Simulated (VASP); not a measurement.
Input of a VASP 6.6.1 run:

INCAR

```
ALGO = Normal
EDIFF = 1E-7
EDIFFG = -0.01
ENCUT = 500
GGA = PE
GGA_COMPAT = False
IBRION = 2
ISIF = 3
ISMEAR = 0
LASPH = True
LCHARG = False
LMAXMIX = 6
LREAL = False
LWAVE = False
NELM = 200
NELMIN = 4
NSW = 100
PREC = Accurate
SIGMA = 0.1
```

The input KPOINTS:

```
k-points
0
Gamma
  10 10 4
```

Contents of POSCAR:

```
HoNb2As3
1.0
    3.8945956189      0.0000000000      0.0000000000
    0.0000000000      3.8945956189      0.0000000000
    0.0000000000      0.0000000000      9.4668928453
Ho Nb As
1 2 3
Direct
    0.0000000000      0.0000000000      0.1662087624
    0.5000000000      0.0000000000      0.6747645896
    0.0000000000      0.5000000000      0.6747645896
    0.0000000000      0.0000000000      0.8724092947
    0.5000000000      0.0000000000      0.3953876019
    0.0000000000      0.5000000000      0.3953876019
```

Potentials or basis: VASP PAW PBE potentials, release 64 (Ho_3, Nb_sv, As), 4f in core.

Run with:

```bash
$ cat potpaw_PBE.64/Ho_3/POTCAR potpaw_PBE.64/Nb_sv/POTCAR potpaw_PBE.64/As/POTCAR > POTCAR
$ mpirun -np 1 vasp_std > vasp.out
```

(1) What does it give for the space group after relaxing (to 0.1 Å)?

(2) Predict the band gap on the k mesh.

Results:

(1) P4mm (No. 99).

(2) zero (bands 25 and 26 overlap by 0.32 eV).

Caveat: spin-orbit coupling is left out, which moves the levels of the heavy elements; the 4f electrons are frozen in the core, so they carry no moment and show no levels.
